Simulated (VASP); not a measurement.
Write the native input for VASP 6.6.1 that does the following.

| Quantity | Value |
| --- | --- |
| Task | single point |
| Functional | PBEsol |
| Potentials or basis | VASP PAW PBE potentials, release 64 (Sn_d, Se) |
| Cutoff | 520 eV |
| k mesh | 6 × 6 × 6 |
| Occupations | gaussian, width 0.01 eV |
| Spin | no spin polarisation |
| Dipole correction | no |
| Further INCAR settings | ALGO = Normal; EDIFF = 1e-07; NBANDS = 17 |

The structure of SnSe lies in POSCAR:

```
SnSe
1.0
    0.0000000000      3.0398039185      3.0398039185
    3.0398039185      0.0000000000      3.0398039185
    3.0398039185      3.0398039185      0.0000000000
Sn Se
1 1
Direct
    0.0000000000      0.0000000000      0.0000000000
    0.5000000000      0.5000000000      0.5000000000
```

The input as run:

INCAR

```
ALGO = Normal
EDIFF = 1E-7
ENCUT = 520
GGA = PS
ISIF = 2
ISMEAR = 0
LASPH = True
LCHARG = False
LREAL = False
LWAVE = False
NBANDS = 17
NELM = 60
PREC = Accurate
SIGMA = 0.01
```

KPOINTS

```
k-points
0
Gamma
  6 6 6
```

Potentials or basis: VASP PAW PBE potentials, release 64 (Sn_d, Se).

Command:

```bash
$ cat potpaw_PBE.64/Sn_d/POTCAR potpaw_PBE.64/Se/POTCAR > POTCAR
$ mpirun -np 1 vasp_std > vasp.out
```

It gave:

* Pressure: -3.5 GPa
* Band gap on the k mesh: 0.52 eV, direct

Caveat: the PAW data sets were made with another functional, which shifts forces and pressure a little; spin-orbit coupling is left out, which moves the levels of the heavy elements.

Run time: 13 s on 1 thread of Intel Xeon 6455B (shared host), peak memory 0.18 GiB.
